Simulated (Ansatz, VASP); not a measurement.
One calculation of B, two programs

POSCAR

```
B
1.0
    0.0000000000      1.9604330000      1.9604330000
    1.9604330000      0.0000000000      1.9604330000
    1.9604330000      1.9604330000      0.0000000000
B
2
Direct
    0.0000000000      0.0000000000      0.0000000000
    0.2500000000      0.2500000000      0.2500000000
```

INCAR.step1

```
SYSTEM = B
PREC     = Accurate       ! precision mode
ENCUT    = 520            ! plane-wave cutoff, eV
ISMEAR   = 1              ! smearing method
SIGMA    = 0.0203         ! smearing width, eV
LREAL    = .False.        ! projectors in reciprocal space
LASPH    = .True.         ! aspherical terms in the spheres
NELM     = 80             ! most SCF steps
NBANDS   = 10             ! bands
GGA      = PE             ! functional
ALGO     = Normal         ! electronic algorithm
EDIFF    = 1E-4           ! SCF threshold, eV
LWAVE    = .True.         ! write WAVECAR
LCHARG   = .False.        ! write CHGCAR
```

Contents of INCAR.step2:

```
SYSTEM = B
PREC     = Accurate       ! precision mode
ENCUT    = 520            ! plane-wave cutoff, eV
EDIFF    = 1E-7           ! SCF threshold, eV
ISMEAR   = 1              ! smearing method
SIGMA    = 0.0203         ! smearing width, eV
LREAL    = .False.        ! projectors in reciprocal space
LASPH    = .True.         ! aspherical terms in the spheres
NELM     = 80             ! most SCF steps
ALGO     = Normal         ! electronic algorithm
ISIF     = 2              ! what is computed and relaxed
LWAVE    = .False.        ! write WAVECAR
LCHARG   = .False.        ! write CHGCAR
METAGGA  = R2SCAN         ! meta-GGA
LMIXTAU  = .True.       
NBANDS   = 10             ! bands
ISTART   = 1
```

The input KPOINTS:

```
regular mesh
0
Gamma
  8 8 8
  0 0 0
```

Input for Ansatz:

```yaml
crystal:
  lattice:
    - [0.0, 1.960433, 1.960433]
    - [1.960433, 0.0, 1.960433]
    - [1.960433, 1.960433, 0.0]
  atoms:
    - { symbol: B, position: [0.0, 0.0, 0.0] }
    - { symbol: B, position: [0.25, 0.25, 0.25] }
  symmetry: { tolerance: 0.0003 }
kpoints:
  mp_grid: { grid: [8, 8, 8], shift: [0, 0, 0] }
magnetization:
  spin_polarized: false
scf:
  occupations: { method: methfessel_paxton, width: 0.0203 }
  lower_state_search: "off"
hamiltonian:
  pseudopotentials: { kind: paw }
  xc: r2scan
basis:
  ecutwfc: 500
output:
  forces: true
  stress: true
  eigenvalues: true
  write_density: true
  write_potential: true
  elf: true
  volumetric_format: npy
```

Alike in both runs: task single point; functional r2SCAN; k mesh 8 × 8 × 8; occupations methfessel-paxton of order 1, width 0.0203 eV; no spin polarisation.

```csv
,VASP,Ansatz
version,VASP 6.6.1,Ansatz 0.2.0
potentials or method,"VASP PAW PBE potentials, release 64 (B), cutoff 520 eV",PAW plane waves
valence electrons in the cell,6,6
```

Ansatz gave:

| Item | Value |
| --- | --- |
| gap on the k mesh at the Fermi level (eV) | none |
| pressure (GPa) | 21.5 |

Task: What did VASP give for the same quantities?

Result: gap on the k mesh at the Fermi level (eV): none; pressure (GPa): 21.6.

VASP's potentials were made for PBE, not for r2SCAN. A gap of «none» marks a metal or a gap that the smearing closes.
